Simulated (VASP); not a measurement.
Si, 1 atom in the cell. Symmetry: Fm-3m, No. 225, cubic system. Conventional cell: a = 3.920 Å, b = 3.920 Å, c = 3.920 Å, α = 90.00°, β = 90.00°, γ = 90.00°. Within 3.7 Å of Si (site symmetry m-3m) lie 12 Si at 2.77 Å. 

* Program: VASP 6.6.1
* Task: single point
* Functional: PBE
* Potentials or basis: VASP PAW PBE potentials, release 64 (Si)
* Cutoff: 500 eV
* k mesh: 24 × 24 × 24
* Occupations: fermi-dirac, width 0.0612256 eV
* Spin: no spin polarisation
* Dipole correction: no
* Further INCAR settings: ALGO = Normal; EDIFF = 1e-06; NBANDS = 8

Potentials or basis: VASP PAW PBE potentials, release 64 (Si).

Run with:

```sh
$ cat potpaw_PBE.64/Si/POTCAR > POTCAR
$ mpirun -np 1 vasp_std > vasp.out
```

Hardware: 1 thread of Intel Xeon 8259CL, on a shared host.

Task: How long does it take, and how much memory?

Result: Wall time 54 s on 1 thread of Intel Xeon 8259CL, on a shared host, peak memory 0.15 GiB. Counts: scf iterations 9, k points 413.
